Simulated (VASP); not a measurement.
Write the native input for VASP 6.6.1 that does the following.

```
Task                   : single point
Functional             : PBE
Potentials or basis    : VASP PAW PBE potentials, release 64 (Cd, S)
Cutoff                 : 520 eV
k mesh                 : 6 × 6 × 2
Occupations            : gaussian, width 0.01 eV
Spin                   : no spin polarisation
Dipole correction      : no
Further INCAR settings : ALGO = Normal; EDIFF = 1e-06; NBANDS = 26
```

The structure of CdS lies in POSCAR:

```
CdS
1.0
    3.8410415924      0.0000000000      0.0000000000
   -1.9205207962      3.3264395960      0.0000000000
    0.0000000000      0.0000000000      6.4452705668
Cd S
2 2
Direct
    0.0000000000      0.0000000000      0.0000000000
    0.0000000000      0.0000000000      0.5000000000
    0.3333333333      0.6666666667      0.2500000000
    0.6666666667      0.3333333333      0.7500000000
```

One way to write it, as run:

INCAR

```
SYSTEM = CdS
PREC = Accurate
ENCUT = 520
EDIFF = 1E-6
ISMEAR = 0
SIGMA = 0.01
LREAL = .False.
LASPH = .True.
NELM = 80
ALGO = Normal
ISIF = 2
LWAVE = .False.
LCHARG = .True.
GGA = PE
LELF = .True.
LVHAR = .True.
NBANDS = 26
```

KPOINTS

```
regular mesh
0
Gamma
  6 6 2
  0 0 0
```

Potentials or basis: VASP PAW PBE potentials, release 64 (Cd, S).

The run is started by

```console
$ cat potpaw_PBE.64/Cd/POTCAR potpaw_PBE.64/S/POTCAR > POTCAR
$ mpirun -np 1 vasp_std > vasp.out
```

It gave:

```
Pressure               : 2.2 GPa
Band gap on the k mesh : 0.63 eV, direct
```

Caveat: the k points lie up to 0.49 Å⁻¹ apart.

Run time: 46 s on 1 thread of Intel Xeon 6975P-C (shared host), peak memory 0.2 GiB.
